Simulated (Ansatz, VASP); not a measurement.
One calculation of MgZn2TeSe2, two programs

```
Mg Zn Te Se
1.0
     5.60596    0.00000    0.00000
     0.00000    5.60596    0.00000
     0.00000    0.00000    5.32737
Mg Zn Te Se
1 2 1 2
Cartesian
  0.0000 0.0000 2.6637
  2.8030 2.8030 1.3731
  2.8030 2.8030 3.9543
  0.0000 0.0000 0.0000
  0.0000 2.8030 0.0000
  2.8030 0.0000 0.0000
```

Change from the starting cell: species swapped into the DyCr2Si2C type (P4/mmm, No. 123).

Alike in both runs: functional PBE; k mesh 4 × 4 × 4; occupations gaussian, width 0.1 eV; no spin polarisation.

Ansatz relaxed the structure, and its values are those at the end. VASP's run is a single point on that final structure, the one shown.

```csv
,VASP,Ansatz
version,VASP 6.6.1,Ansatz 0.2.0
potentials or method,"VASP PAW PBE potentials, release 64 (Mg, Zn, Te, Se), cutoff 520 eV","scalar-relativistic, plane waves, PAW"
valence electrons in the cell,44,82
```

```tsv
	VASP	Ansatz	Ansatz less VASP
gap on the k mesh at the Fermi level (eV)	none	none	-
pressure (GPa)	0.0	0.0	-0.03
```

A gap of «none» marks a metal or a gap that the smearing closes. VASP's potentials hold 44 valence electrons a cell and Ansatz's 82, so a difference there can come from the potentials and not from the codes.

Spin-orbit coupling is off throughout.
